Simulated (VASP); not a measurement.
Input of a VASP 6.6.1 run:

Contents of INCAR:

```
ALGO     = Normal         # electronic algorithm
EDIFF    = 1E-6           # SCF threshold, eV
ENCUT    = 520            # plane-wave cutoff, eV
GGA      = CA             # functional
ISIF     = 2              # what is computed and relaxed
ISMEAR   = 0              # smearing method
LASPH    = True           # aspherical terms in the spheres
LCHARG   = False          # write CHGCAR
LREAL    = False          # projectors in reciprocal space
LWAVE    = False          # write WAVECAR
NBANDS   = 30             # bands
NELM     = 60             # most SCF steps
PREC     = Accurate       # precision mode
SIGMA    = 0.05           # smearing width, eV
```

Contents of KPOINTS:

```
k-points
0
Gamma
  7 7 2
```

Contents of POSCAR:

```
N
1.0
   -3.5269202438      0.0000000000      0.0000000000
   -1.7634601219     -3.0544025283      0.0000000000
   -0.1469550102      0.2545335440     13.9505029787
N
8
Direct
    0.2587170304      0.4079496362      0.8953956348
    0.2994876721      0.3671789946      0.4061479353
    0.2652523905      0.4014142761      0.8169713135
    0.3060230322      0.3606436345      0.3277236140
    0.6532063262      0.6801270071      0.1615240855
    0.6124356846      0.7208976488      0.6507717850
    0.6597416863      0.6735916470      0.0830997643
    0.6189710447      0.7143622886      0.5723474638
```

Potentials or basis: VASP PAW LDA potentials, release 64 (N).

The run is started by

```sh
$ cat potpaw_LDA.64/N/POTCAR > POTCAR
$ mpirun -np 1 vasp_std > vasp.out
```

(1) Estimate the largest force.

(2) Estimate the pressure.

(3) What does it give for the band gap on the k mesh?

## Answers

(1) 1.549 eV/Å.

(2) 2.1 GPa.

(3) 6.43 eV (least direct gap 6.60 eV).

Caveat: the cell differs from its parent crystal (the part above a cut slid along it); the standard files for N, O and F lose accuracy on very short bonds; the stress differs along the axes, from -0 to 7 GPa; forces of over 1 eV/Å act on the atoms, so gaps and moduli don't describe the material at rest.
